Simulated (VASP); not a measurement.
Wanted: the native input for a VASP 6.6.1 run.

```yaml
Task: single point
Functional: PBE
Potentials_or_basis: VASP PAW PBE potentials, release 64 (Ru_pv)
Cutoff: 520 eV
k_mesh: 4 × 4 × 1
Occupations: gaussian, width 0.2 eV
Spin: no spin polarisation
Dipole_correction: yes
Further_INCAR_settings: ALGO = Normal; EDIFF = 1e-07; NBANDS = 66
```

The structure of Ru lies in POSCAR:

```
Ru
1.0
    5.2961962804      0.0000000000      0.0000000000
   -2.6480981402      7.0561049104      0.0000000000
    0.0000000000      0.0000000000     26.2434614601
Ru
8
Direct
    0.3155007874      0.1310015749      0.2626008508
    0.3155007874      0.6310015749      0.2626008508
    0.8155007874      0.1310015749      0.2626008508
    0.8155007874      0.6310015749      0.2626008508
    0.1844992126      0.3689984251      0.3089700917
    0.1844992126      0.8689984251      0.3089700917
    0.6844992126      0.3689984251      0.3089700917
    0.6844992126      0.8689984251      0.3089700917
```

These files were run (other wordings do the same):

INCAR

```
SYSTEM = Ru
PREC     = Accurate       ! precision mode
ENCUT    = 520            ! plane-wave cutoff, eV
EDIFF    = 1E-7           ! SCF threshold, eV
ISMEAR   = 0              ! smearing method
SIGMA    = 0.2            ! smearing width, eV
LREAL    = .False.        ! projectors in reciprocal space
LASPH    = .True.         ! aspherical terms in the spheres
NELM     = 100            ! most SCF steps
ALGO     = Normal         ! electronic algorithm
ISIF     = 2              ! what is computed and relaxed
LWAVE    = .False.        ! write WAVECAR
LCHARG   = .False.        ! write CHGCAR
LDIPOL   = .True.       
IDIPOL   = 3            
DIPOL    = 0.5 0.5 0.286
GGA      = PE             ! functional
NBANDS   = 66             ! bands
```

KPOINTS

```
Automatic mesh
0
Gamma
  4 4 1
  0 0 0
```

Potentials or basis: VASP PAW PBE potentials, release 64 (Ru_pv).

Command:

```bash
$ cat potpaw_PBE.64/Ru_pv/POTCAR > POTCAR
$ mpirun -np 1 vasp_std > vasp.out
```

It gave:

```json
{
  "Largest force": "0.189 eV/Å",
  "Band gap on the k mesh": "zero (bands 56 and 57 overlap by 0.85 eV)"
}
```

Run time: 8.7 min on 1 thread of Intel(R) Xeon(R) 6975P-C (Granite Rapids), on a shared host, peak memory 0.94 GiB.
